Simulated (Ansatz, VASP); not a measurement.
Ba: VASP beside Ansatz

File POSCAR:

```
Ba
1.0
    7.1198886204      0.0000000000      0.0000000000
   -3.5599443102      6.1660044174      0.0000000000
    0.0000000000      0.0000000000      4.1782169192
Ba
3
Direct
    1.0000000000      0.0000000000      1.0000000000
    0.3333333333      0.6666666667      0.5000000000
    0.6666666667      0.3333333333      0.5000000000
```

Contents of INCAR.step1:

```
ALGO = Normal
EDIFF = 1E-4
ENCUT = 520
GGA = PE
ISMEAR = -1
LASPH = True
LCHARG = False
LREAL = False
LWAVE = True
NBANDS = 22
NELM = 80
PREC = Accurate
SIGMA = 0.1
```

The input INCAR.step2:

```
ALGO = Normal
EDIFF = 1E-7
ENCUT = 520
ISIF = 2
ISMEAR = -1
ISTART = 1
LASPH = True
LCHARG = True
LELF = True
LMIXTAU = True
LREAL = False
LVHAR = True
LWAVE = False
METAGGA = R2SCAN
NBANDS = 22
NELM = 80
PREC = Accurate
SIGMA = 0.1
```

Contents of KPOINTS:

```
k-points
0
Gamma
  6 6 8
```

Input for Ansatz:

```yaml
crystal:
  lattice:
    - [7.1198886204, 0.0, 0.0]
    - [-3.5599443102, 6.1660044174, 0.0]
    - [0.0, 0.0, 4.1782169192]
  atoms:
    - { symbol: Ba, position: [1.0, 0.0, 1.0] }
    - { symbol: Ba, position: [0.3333333333, 0.6666666667, 0.5] }
    - { symbol: Ba, position: [0.6666666667, 0.3333333333, 0.5] }
hamiltonian:
  xc: r2scan
  pseudopotentials:
    kind: paw
    azcp:
      Ba: "pseudopotentials/Ba.paw.azcp"
basis:
  ecutwfc: 500
  fft_grid_basis: typed
kpoints:
  mp_grid: { grid: [6, 6, 8], shift: [0, 0, 0] }
magnetization:
  spin_polarized: false
scf:
  occupations: { method: fermi_dirac, width: 0.1 }
  lower_state_search: "off"
output:
  stress: true
```

Alike in both runs: task single point; functional r2SCAN; k mesh 6 × 6 × 8; occupations fermi-dirac, width 0.1 eV; no spin polarisation.

|  | VASP | Ansatz |
| --- | --- | --- |
| version | VASP 6.6.1 | Ansatz 0.2.0 |
| potentials or method | VASP PAW PBE potentials, release 64 (Ba_sv), cutoff 520 eV | plane waves (500 eV) with PAW, scalar-relativistic |
| valence electrons in the cell | 30 | 30 |

```tsv
	VASP	Ansatz	Ansatz less VASP
pressure (GPa)	0.8	0.7	-0.07
```

VASP's potentials were made for PBE, not for r2SCAN. With one functional, cell and mesh, what is left measures potentials, basis and numerics.

Spin-orbit coupling is off throughout.
